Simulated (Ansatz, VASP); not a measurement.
## SrAlO4: VASP beside Ansatz

The input INCAR:

```
SYSTEM = SrAlO4
PREC     = Accurate       ! precision mode
ENCUT    = 600            ! plane-wave cutoff, eV
EDIFF    = 1E-6           ! SCF threshold, eV
ISMEAR   = 0              ! smearing method
SIGMA    = 0.1            ! smearing width, eV
LREAL    = .False.        ! projectors in reciprocal space
LASPH    = .True.         ! aspherical terms in the spheres
NELM     = 150            ! most SCF steps
ALGO     = Normal         ! electronic algorithm
ISIF     = 3              ! what is computed and relaxed
LWAVE    = .False.        ! write WAVECAR
LCHARG   = .False.        ! write CHGCAR
ISPIN    = 2              ! spin polarisation
MAGMOM   = 0 0 0 0 0.42 0.42 0.42 0.42 0 0 0 0 ! initial moments
LORBIT   = 11             ! projections on sites
GGA      = PE             ! functional
IBRION   = 2              ! ionic algorithm
NSW      = 80             ! ionic steps
EDIFFG   = -0.025         ! ionic threshold
```

KPOINTS

```
regular mesh
0
Gamma
  4 2 2
  0 0 0
```

POSCAR

```
SrAlO4
1.0
   -4.6820553076      0.0039716391     -0.0281229970
    0.1749617777     -0.0364351844     -6.0036794427
    0.0052650317     -6.1352112714     -0.0372231578
Sr Al O
2 2 8
Direct
    0.4952597194      0.2563487440      0.7183198821
    0.4906526162      0.7409245823      0.2745680145
    1.0034142876      0.7409216025      0.7666477961
    1.0097678592      0.2433342896      0.2362172289
    0.2735763490      0.8600273721      0.6159303971
    0.7164918446      0.6503531409      0.6238219740
    0.7191830730      0.1341571372      0.3767686356
    0.3116073469      0.3717611413      0.3766751838
    0.1236712649      0.5382102447      0.9556272241
    0.8652002221      0.9664268713      0.9520792285
    0.8527064608      0.4635605890      0.0512362001
    0.1384689563      0.0339742852      0.0521082354
```

Input for Ansatz:

```yaml
crystal:
  lattice:
    - [-4.6820553076, 0.0039716391, -0.028122997]
    - [0.1749617777, -0.0364351844, -6.0036794427]
    - [0.0052650317, -6.1352112714, -0.0372231578]
  atoms:
    - { symbol: Sr, position: [0.4952597194, 0.256348744, 0.7183198821] }
    - { symbol: Sr, position: [0.4906526162, 0.7409245823, 0.2745680145] }
    - { symbol: Al, position: [1.0034142876, 0.7409216025, 0.7666477961] }
    - { symbol: Al, position: [1.0097678592, 0.2433342896, 0.2362172289] }
    - { symbol: O, position: [0.273576349, 0.8600273721, 0.6159303971], spin: 0.42 }
    - { symbol: O, position: [0.7164918446, 0.6503531409, 0.623821974], spin: 0.42 }
    - { symbol: O, position: [0.719183073, 0.1341571372, 0.3767686356], spin: 0.42 }
    - { symbol: O, position: [0.3116073469, 0.3717611413, 0.3766751838], spin: 0.42 }
    - { symbol: O, position: [0.1236712649, 0.5382102447, 0.9556272241] }
    - { symbol: O, position: [0.8652002221, 0.9664268713, 0.9520792285] }
    - { symbol: O, position: [0.8527064608, 0.463560589, 0.0512362001] }
    - { symbol: O, position: [0.1384689563, 0.0339742852, 0.0521082354] }
basis:
  ecutwfc: 420
kpoints:
  mp_grid: { grid: [4, 2, 2] }
hamiltonian:
  xc: pbe
scf:
  occupations: { method: gaussian, width: 0.1 }
  lower_state_search: "off"
output:
  forces: true
  stress: true
  eigenvalues: true
  populations: true
magnetization:
  spin_polarized: true
relax:
  adjacent_minimum: "off"
  f_tol: 0.025
  max_steps: 60
  cell: { stress_tol: 0.25 }
```

Change from the starting cell: cell x1, atoms moved at random (sigma 0.05 Å) and cell strained at random (1.5 %), then relaxed without symmetry.

Alike in both runs: task relaxation of cell and atoms; functional PBE; k mesh 4 × 2 × 2; occupations gaussian, width 0.1 eV; collinear spin.

|  | VASP | Ansatz |
| --- | --- | --- |
| version | VASP 6.6.1 | Ansatz 0.2.0 |
| potentials or method | VASP PAW PBE potentials, release 64 (Sr_sv, Al, O), cutoff 600 eV | scalar-relativistic, plane waves, PAW |
| valence electrons in the cell | 74 | 74 |

|  | VASP | Ansatz | Ansatz less VASP |
| --- | --- | --- | --- |
| gap on the k mesh at the Fermi level, each at its own relaxed structure (eV) | 0.85 | 0.50 | -0.357 |
| net moment per atom (μB) | 0.00 | 0.17 | +0.167 |
| size of the moment on the site where the two differ most (μB) | 0.37 | 0.38 | +0.010 |
| relaxed volume (Å³/atom) | 14.26 | 14.31 | +0.058 |
| relaxed length of the cell vector where the two differ most in proportion (Å) | 4.602 | 4.648 | +0.0467 |

The net moments are unlike, so the other rows may belong to different states. Site moments also hang on the region over which each program counts them.

The k mesh is coarse, so the values compare programs but aren't converged.
